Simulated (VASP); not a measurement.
Sc2GaP3, 6 atoms in the cell. It takes space group P4/mmm (No. 123, tetragonal). Conventional cell: a = 3.996 Å, b = 3.996 Å, c = 7.936 Å, α = 90.00°, β = 90.00°, γ = 90.00°. Sc (site symmetry 4mm) has 8 P at 2.85 to 3.48 Å and 4 Ga at 3.42 Å and 6 Sc at 3.87 to 4.07 Å within 4.1 Å. Within 4.5 Å of Ga (site symmetry 4/mmm) lie 8 Sc at 3.42 Å and 10 P at 3.97 to 4.44 Å and 4 Ga at 4.00 Å. P (site symmetry mmm) has 2 P at 2.00 Å within 2.6 Å. P (site symmetry 4/mmm) has 4 P at 2.00 Å within 2.6 Å. The cell was generated, and may not be a known phase.

* Program: VASP 6.6.1
* Task: relaxation of cell and atoms
* Functional: PBE
* Potentials or basis: VASP PAW PBE potentials, release 64 (Sc_sv, Ga_d, P)
* Cutoff: 600 eV
* k mesh: 4 × 4 × 2
* Occupations: gaussian, width 0.1 eV
* Spin: no spin polarisation
* Dipole correction: no
* Further INCAR settings: ALGO = Normal; EDIFF = 1e-07; IBRION = 2; EDIFFG = -0.04; NSW = 90; ISIF = 3

Potentials or basis: VASP PAW PBE potentials, release 64 (Sc_sv, Ga_d, P).

Launch:

```bash
$ cat potpaw_PBE.64/Sc_sv/POTCAR potpaw_PBE.64/Ga_d/POTCAR potpaw_PBE.64/P/POTCAR > POTCAR
$ mpirun -np 1 vasp_std > vasp.out
```

Hardware: 1 thread of Intel Xeon 8259CL (shared host).

Question: How long does it take, and how much memory?

Answer: Wall time 4.8 min on 1 thread of Intel Xeon 8259CL, on a shared host, peak memory 0.26 GiB. Counts: scf iterations 90, k points 12, ion steps 9.
